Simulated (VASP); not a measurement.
# MgI2 in VASP: further runs

The runs below take MgI2 through single point, relaxation of the atoms, with HSE06, PBE.

All numbers are computed with VASP 6.6.1; they aren't measurements. Logs are shortened: lines on timing, memory, paths and dates and some standing lists are left out, and cuts for length are marked.

## 1. The cell of the first run

The structure is trigonal, space group P-3m1 (No. 164). The conventional cell has a = 4.140 Å, b = 4.140 Å, c = 6.880 Å, α = 90.00°, β = 90.00°, γ = 120.00°. I (site symmetry 3m) has 3 Mg at 2.94 Å within 3.9 Å. Mg (site symmetry -3m) has 6 I at 2.94 Å within 3.9 Å.

## 2. Single point, HSE06

Contents of INCAR:

```
ALGO     = Normal         # electronic algorithm
EDIFF    = 1E-6           # SCF threshold, eV
EFERMI   = MIDGAP       
ENCUT    = 400            # plane-wave cutoff, eV
GGA      = PE             # functional
GGA_COMPAT= False        
HFSCREEN = 0.2            # screening, 1/A
ISIF     = 2              # what is computed and relaxed
ISMEAR   = 0              # smearing method
LASPH    = True           # aspherical terms in the spheres
LCHARG   = False          # write CHGCAR
LHFCALC  = True           # exact exchange
LREAL    = False          # projectors in reciprocal space
LWAVE    = False          # write WAVECAR
NELM     = 120            # most SCF steps
PREC     = Accurate       # precision mode
PRECFOCK = Normal       
SIGMA    = 0.03           # smearing width, eV
```

Contents of KPOINTS:

```
k-points
0
Gamma
  4 4 2
```

Contents of POSCAR:

```
MgI2
1.0
    4.1400000000      0.0000000000      0.0000000000
   -2.0700000000      3.5853451717      0.0000000000
    0.0000000000      0.0000000000      6.8800000000
I Mg
2 1
Direct
    0.6666666667      0.3333333333      0.7500000000
    0.3333333333      0.6666666667      0.2500000000
    0.0000000000      0.0000000000      0.0000000000
```

Potentials or basis: VASP PAW PBE potentials, release 64 (I, Mg).

The run is started by

```sh
> cat potpaw_PBE.64/I/POTCAR potpaw_PBE.64/Mg/POTCAR > POTCAR
> mpirun -np 1 vasp_std > vasp.out
```

OUTCAR:

```text
EDIFF = 1E-6
   EFERMI = MIDGAP
   ENCUT = 400
   GGA = PE
   HFSCREEN = 0.2
   ISIF = 2
   ISMEAR = 0
   LASPH = True
   LHFCALC = True
   LREAL = False
   NELM = 120
   PREC = Accurate
   PRECFOCK = Normal

 Found      8 irreducible k-points:

 Following reciprocal coordinates:
            Coordinates               Weight
  0.000000  0.000000  0.000000      1.000000
  0.250000 -0.000000  0.000000      6.000000
  0.500000 -0.000000  0.000000      3.000000
  0.250000  0.250000  0.000000      6.000000
  0.000000  0.000000  0.500000      1.000000
  0.250000 -0.000000  0.500000      6.000000
   k-points           NKPTS =      8   k-points in BZ     NKDIM =     32   number of bands    NBANDS=     12
   number of dos      NEDOS =    301   number of ions     NIONS =      3
   total plane-waves  NPLWV =  37632
   dimension x,y,z NGX =    28 NGY =   28 NGZ =   48
   dimension x,y,z NGXF=    56 NGYF=   56 NGZF=   96
   ions per type =               2   1
   NGX,Y,Z   is equivalent  to a cutoff of  11.24, 11.24, 11.60 a.u.
   NGXF,Y,Z  is equivalent  to a cutoff of  22.49, 22.49, 23.20 a.u.
 SYSTEM =  unknown system
   PREC   = accura    normal or accurate (medium, high low for compatibility)
   ISTART =      0    job   : 0-new  1-cont  2-samecut
   ICHARG =      2    charge: 1-file 2-atom 10-const
   ISPIN  =      1    spin polarized calculation?
   LNONCOLLINEAR =      F non collinear calculations
   LSORBIT =      F    spin-orbit coupling
   LASPH  =      T    aspherical Exc in radial PAW
   ENCUT  =  400.0 eV  29.40 Ry    5.42 a.u.   6.75  6.75 11.22*2*pi/ulx,y,z
   NELM   =    120;   NELMIN=  2; NELMDL= -5     # of ELM steps
   EDIFF  = 0.1E-05   stopping-criterion for ELM
   LREAL  =      F    real-space projection
   EDIFFG = 0.1E-04   stopping-criterion for IOM
   NSW    =      0    number of steps for IOM
   IBRION =     -1    ionic relax: 0-MD 1-quasi-New 2-CG
   NFREE  =      0    steps in history (QN), initial steepest desc. (CG)
   ISIF   =      2    stress and relaxation
   ISYM   =      3    0-nonsym 1-usesym 2-fastsym
   POTIM  = 0.5000    time-step for ionic-motion
   TEBEG  =    0.0;   TEEND  =   0.0 temperature during run

   SCALEE = 1.0000    scale energy and forces
   PSTRESS=    0.0 pullay stress
   NELECT =      16.0000    total number of electrons
   NUPDOWN=      -1.0000    fix difference up-down
   EMIN   =  10.00;   EMAX   =-10.00  energy-range for DOS
   EFERMI =   0.00;   METHOD = MIDGAP
   ISMEAR =     0;   SIGMA  =   0.03  broadening in eV -4-tet -1-fermi 0-gaus
   EFERMI_NEDOS =   21; number of points for ismear=-14 and -15
   IALGO  =     38    algorithm
   IMIX   =      1    mixing-type and parameters
     AMIX     =   0.40;   BMIX     =  1.00
     AMIX_MAG =   1.60;   BMIX_MAG =  1.00
  volume/ion in A,a.u.               =      34.04       229.72
  Fermi-wavevector in a.u.,A,eV,Ry     =   0.882555  1.667786 10.597613  0.778903
  Thomas-Fermi vector in A             =   2.003202
   LORBIT       =      0    0 simple, 1 ext, 2 COOP (PROOUT), +10 PAW based schemes
   GGA     = PE    functional components
   LHFCALC =     T    Hartree Fock is set to
   PRECFOCK=normal    Normal, Fast or Accurate (Low or Medium for compatibility)
   ENCUT4O =  -1.0   cutoff for four orbital integrals eV
   NKREDX  =     1    reduce k-point grid by
   NKREDY  =     1    reduce k-point grid by
   NKREDZ  =     1    reduce k-point grid by
   AEXX    =    0.2500 exact exchange contribution
   HFSCREEN=    0.2000 screening length (either q_TF or 0.3 A-1)
   HFSCREENC=   0.2000 screening length for correlation (either q_TF or 0.3 A-1)
   ENCUTFOCK=  -1.0 apply spherical cutoff to Coloumb kernel
   IVDW    =     0    specifies the selected vdW correction
   LEPSILON=     F    determine dielectric tensor
   LRPA    =     F    only Hartree local field effects (RPA)

   CSHIFT  =0.1000    complex shift for real part using Kramers Kronig

   OMEGAMAX=  -1.0    maximum frequency
 non-spin polarized calculation
 Gauss-broadening in eV      SIGMA  =   0.03
  energy-cutoff  :      400.00
  volume of cell :      102.12
 maximum number of plane-waves:      1859
 NGX is ok and might be reduce to    28
  NGX = 24; NGY = 24; NGZ = 36

 number of electron      15.9999999 magnetization

 Free energy of the ion-electron system (eV)
  ---------------------------------------------------
  ext. energy  EPLUGINS =         0.00000000
  ---------------------------------------------------
  free energy    TOTEN  =        -9.16508089 eV

  energy without entropy =       -9.16508089  energy(sigma->0) =       -9.16508089

  exchange ACFDT corr.  =         0.00000000  see jH, gK, PRB 81, 115126

 E-fermi :   3.8924     XC(G=0):  -6.9061

 val. band max:        1.6723215913   @ k =   0.0000   0.0000   0.0000
 cond. band min:       6.1125350629   @ k =   0.5000  -0.0000   0.5000
 fundamental gap:      4.4402134716
 Fermi energy:         3.8924283271

 k-point     1 :       0.0000    0.0000    0.0000
  band No.  band energies     occupation
      1     -11.4127      2.00000
      2     -10.6473      2.00000
      3      -2.2074      2.00000
      4       1.2781      2.00000
      5       1.2781      2.00000
      6       1.6515      2.00000
      7       1.6723      2.00000
      8       1.6723      2.00000
      9       6.3066      0.00000
     10       7.5086      0.00000
     11       9.5731      0.00000
     12       9.5731      0.00000

 k-point     2 :       0.2500   -0.0000    0.0000
  band No.  band energies     occupation
      1     -11.0787      2.00000
      2     -10.4819      2.00000
      3      -1.7396      2.00000
      4      -0.5812      2.00000
      5       0.0601      2.00000
      6       0.6913      2.00000
      7       1.3853      2.00000
      8       1.4877      2.00000
      9       7.1851      0.00000
     10       8.0987      0.00000
     11       8.9631      0.00000
     12       9.8953      0.00000

 k-point     3 :       0.5000   -0.0000    0.0000
  band No.  band energies     occupation
      1     -10.6126      2.00000
      2     -10.3837      2.00000
      3      -2.1294      2.00000
      4      -1.3054      2.00000
      5      -0.4080      2.00000
      6       0.2727      2.00000
      7       0.6665      2.00000
      8       1.2339      2.00000
      9       6.2791      0.00000
     10       7.9604      0.00000
     11       8.0182      0.00000
     12       9.6229      0.00000

 k-point     4 :       0.2500    0.2500    0.0000
  band No.  band energies     occupation
      1     -10.6365      2.00000
      2     -10.3636      2.00000
      3      -1.7505      2.00000
      4      -1.0050      2.00000
      5      -0.6291      2.00000
      6       0.0392      2.00000
      7       0.2362      2.00000
      8       0.8279      2.00000
      9       6.6934      0.00000
     10       9.4670      0.00000
     11       9.6042      0.00000
     12       9.8779      0.00000

 k-point     5 :       0.0000    0.0000    0.5000
  band No.  band energies     occupation
      1     -11.2028      2.00000
      2     -10.9137      2.00000
      3      -1.1759      2.00000
      4      -0.0098      2.00000
      5       1.4082      2.00000
      6       1.4082      2.00000
      7       1.5371      2.00000
      8       1.5371      2.00000
      9       7.4158      0.00000
     10       7.5932      0.00000
     11       9.3576      0.00000
     12       9.3576      0.00000

 k-point     6 :       0.2500   -0.0000    0.5000
  band No.  band energies     occupation
      1     -10.9053      2.00000
      2     -10.6877      2.00000
      3      -1.4035      2.00000
      4      -0.6757      2.00000
      5       0.5186      2.00000
      6       0.5776      2.00000
      7       0.8896      2.00000
      8       1.2387      2.00000
      9       6.9705      0.00000
     10       8.3829      0.00000
     11       9.1305      0.00000
     12       9.7837      0.00000

 [... further k-points ...]
[... 5 lines left out ...]
  --------------------------------------------------------------------------------------
  -------------------------------------------------------------------------------------
  Total        0.1332850      0.1332850     -0.4435196     -0.0000000      0.0000000      0.0000000
  in kB        2.0910866      2.0910866     -6.9583075     -0.0000000      0.0000000      0.0000000
  external PRESSURE =      -0.9253781 kB  Pullay stress =       0.0000000 kB

 VOLUME and BASIS-vectors are now :
 -----------------------------------------------------------------------------
  energy-cutoff  :      400.00
  volume of cell :      102.12
      direct lattice vectors                 reciprocal lattice vectors
     4.140000000  0.000000000  0.000000000     0.241545894  0.139456587  0.000000000
    -2.070000000  3.585345172  0.000000000     0.000000000  0.278913174  0.000000000
     0.000000000  0.000000000  6.880000000     0.000000000  0.000000000  0.145348837

 POSITION                                       TOTAL-FORCE (eV/Angst)
 -----------------------------------------------------------------------------------
      2.07000      1.19512      5.16000         0.000000      0.000000      0.393644
     -0.00000      2.39023      1.72000         0.000000     -0.000000     -0.393644
      0.00000      0.00000      0.00000        -0.000000     -0.000000      0.000000
 -----------------------------------------------------------------------------------
    total drift:                                0.000001     -0.000001     -0.000001

  FREE ENERGIE OF THE ION-ELECTRON SYSTEM (eV)
  ---------------------------------------------------
  free  energy   TOTEN  =        -9.1650808948 eV

  energy  without entropy=       -9.1650808948  energy(sigma->0) =       -9.16508089
```

Run time: 5.2 min. Hardware: 1 thread of AMD EPYC 7R13 (Zen 3), shared host; peak memory 0.26 GiB.

Results:

- Free energy: -9.1651 eV
- Pressure: -0.1 GPa
- Largest force: 0.394 eV/Å
- Band gap on the k mesh: 4.44 eV (least direct gap 4.63 eV)

Forces in eV/Å, atoms in the order of the input:
```
I    0.000  0.000  0.394
I    0.000  0.000 -0.394
Mg   0.000  0.000  0.000
```

Levels at points of the mesh, in eV from the valence-band top:
```tsv
k point	band 4	band 5	band 6	band 7	band 8	band 9	band 10	band 11	band 12
(0.00, 0.00, 0.00)	-0.39	-0.39	-0.02	0.00	0.00	4.63	5.84	7.90	7.90
(0.50, 0.00, 0.00)	-2.98	-2.08	-1.40	-1.01	-0.44	4.61	6.29	6.35	7.95
(0.00, 0.00, 0.50)	-1.68	-0.26	-0.26	-0.14	-0.14	5.74	5.92	7.69	7.69
(0.50, 0.00, 0.50)	-3.45	-1.20	-1.17	-0.89	-0.74	4.44	6.06	6.62	7.00
```

Caveat: the k points lie up to 0.46 Å⁻¹ apart; the PAW data sets were made with another functional, which shifts forces and pressure a little; spin-orbit coupling is left out, which moves the levels of the heavy elements; this functional lacks dispersion, which binds the layers, so the pressure and a relaxed spacing across them are unreliable.

## 3. Relaxation of the atoms, PBE (atoms moved at random)

Contents of INCAR:

```
SYSTEM = MgI2
GGA = PE ; ISMEAR = 0
SIGMA = 0.03 ; LWAVE = .False.
LCHARG = .False. ; ISIF = 2
NSW = 120 ; PREC = Accurate
LASPH = .True. ; LREAL = .False.
ALGO = Normal ; EDIFF = 1E-7
NELM = 120 ; GGA_COMPAT = .False.
IBRION = 2 ; EDIFFG = -0.002
NELMIN = 4 ; ENCUT = 500
EFERMI = MIDGAP
```

Contents of KPOINTS:

```
Automatic mesh
0
Gamma
  6 6 4
  0 0 0
```

Contents of POSCAR:

```
MgI2
1.0
    4.1400000000      0.0000000000      0.0000000000
   -2.0700000000      3.5853451717      0.0000000000
    0.0000000000      0.0000000000      6.8800000000
I Mg
2 1
Direct
    0.6649020000      0.3371120000      0.7500720000
    0.3468300000      0.6742080000      0.2496070000
   -0.0171920000     -0.0072870000     -0.0045380000
```

Potentials or basis: VASP PAW PBE potentials, release 64 (I, Mg).

The run is started by

```sh
> cat potpaw_PBE.64/I/POTCAR potpaw_PBE.64/Mg/POTCAR > POTCAR
> mpirun -np 1 vasp_std > vasp.out
```

It took 8.6 min on 1 thread of Intel Xeon Platinum 8259CL at 2.50GHz (Skylake/Cascade Lake), shared host; peak memory 0.27 GiB.

The run converged. Its results:

```yaml
Free_energy: -7.6929 eV
Energy_gained_by_relaxing: 7.5 meV/atom
Ionic_steps: 15
Pressure_after_relaxing: 1.3 GPa
Band_gap_on_the_k_mesh: 3.54 eV (least direct gap 3.73 eV)
```

Step by step:
```tsv
step	energy change (eV)	largest force (eV/Å)	pressure (GPa)
1	0.0000	0.3312	0.70
2	-0.0082	0.2552	0.83
3	-0.0201	0.1070	1.27
4	-0.0202	0.1117	1.31
5	-0.0215	0.0618	1.32
6	-0.0221	0.0374	1.33
7	-0.0223	0.0216	1.29
8	-0.0223	0.0182	1.24
9	-0.0224	0.0150	1.25
10	-0.0224	0.0097	1.25
11	-0.0224	0.0045	1.26
12	-0.0224	0.0112	1.26
13	-0.0224	0.0053	1.26
14	-0.0224	0.0056	1.26
15	-0.0224	0.0010	1.26
```

Final structure:
```
CELL_PARAMETERS angstrom
4.14000 0.00000 0.00000
-2.07000 3.58535 0.00000
0.00000 0.00000 6.88000
ATOMIC_POSITIONS crystal
I 0.66494 0.33471 0.75516
I 0.33141 0.66799 0.24158
Mg 0.99818 0.00134 0.99840
```

Levels at points of the mesh, in eV from the valence-band top:
```csv
k point,band 6,band 7,band 8,band 9,band 10,band 11
"(0.00, 0.00, 0.00)",-0.04,-0.04,0.00,3.73,4.81,6.73
"(0.50, 0.00, 0.00)",-1.36,-0.91,-0.44,3.65,5.34,5.50
"(0.00, 0.50, 0.00)",-1.36,-0.91,-0.44,3.65,5.34,5.50
"(0.50, 0.50, 0.00)",-1.36,-0.91,-0.44,3.65,5.34,5.50
"(0.00, 0.00, 0.50)",-0.32,-0.15,-0.15,4.70,4.89,6.55
"(0.50, 0.00, 0.50)",-1.13,-0.80,-0.68,3.55,5.21,5.66
"(0.00, 0.50, 0.50)",-1.13,-0.80,-0.68,3.55,5.21,5.66
"(0.50, 0.50, 0.50)",-1.13,-0.80,-0.68,3.55,5.21,5.66
```

Caveat: the cell differs from its parent crystal (atoms moved at random); spin-orbit coupling is left out, which moves the levels of the heavy elements.
